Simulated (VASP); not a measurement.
Here is a VASP 6.6.1 calculation.

POSCAR

```
Pb
1.0
    0.0000000000      2.4947547435      2.4947547435
    2.4947547435      0.0000000000      2.4947547435
    2.4947547435      2.4947547435      0.0000000000
Pb
1
Direct
    0.0000000000      0.0000000000      0.0000000000
```

The input INCAR.step1:

```
SYSTEM = Pb
ALGO     = Normal         ! electronic algorithm
EDIFF    = 1E-4           ! SCF threshold, eV
ENCUT    = 520            ! plane-wave cutoff, eV
GGA      = PE             ! functional
ISMEAR   = -1             ! smearing method
LASPH    = .TRUE.         ! aspherical terms in the spheres
LCHARG   = .FALSE.        ! write CHGCAR
LREAL    = .FALSE.        ! projectors in reciprocal space
LWAVE    = .TRUE.         ! write WAVECAR
NBANDS   = 13             ! bands
NELM     = 60             ! most SCF steps
PREC     = Accurate       ! precision mode
SIGMA    = 0.05           ! smearing width, eV
```

File INCAR.step2:

```
SYSTEM = Pb
ALGO     = Normal         ! electronic algorithm
EDIFF    = 1E-8           ! SCF threshold, eV
ENCUT    = 520            ! plane-wave cutoff, eV
ISIF     = 2              ! what is computed and relaxed
ISMEAR   = -1             ! smearing method
ISTART   = 1            
LASPH    = .TRUE.         ! aspherical terms in the spheres
LCHARG   = .FALSE.        ! write CHGCAR
LEFG     = .TRUE.       
LMIXTAU  = .TRUE.       
LREAL    = .FALSE.        ! projectors in reciprocal space
LWAVE    = .FALSE.        ! write WAVECAR
METAGGA  = R2SCAN         ! meta-GGA
NBANDS   = 13             ! bands
NELM     = 60             ! most SCF steps
PREC     = Accurate       ! precision mode
SIGMA    = 0.05           ! smearing width, eV
```

File KPOINTS:

```
k-points
0
G
  13 13 13
  0 0 0
```

Potentials or basis: VASP PAW PBE potentials, release 64 (Pb_d).

Run with:

```console
$ cat potpaw_PBE.64/Pb_d/POTCAR > POTCAR
$ cp INCAR.step1 INCAR
$ mpirun -np 1 vasp_std > vasp.out
$ cp INCAR.step2 INCAR
$ mpirun -np 1 vasp_std > vasp.out
```

Question: Estimate the band gap on the k mesh.

Answer: Zero (band 7 reaches 14.50 eV, above the bottom of band 8 at 5.30 eV).

Question: Predict the pressure.

Answer: 0.1 GPa.

Caveat: without QUAD_EFG the Cq values of the log hold for a quadrupole moment of 1 mb, not for the nuclei; the PAW data sets were made with another functional, which shifts forces and pressure a little; spin-orbit coupling is left out, which moves the levels of the heavy elements.
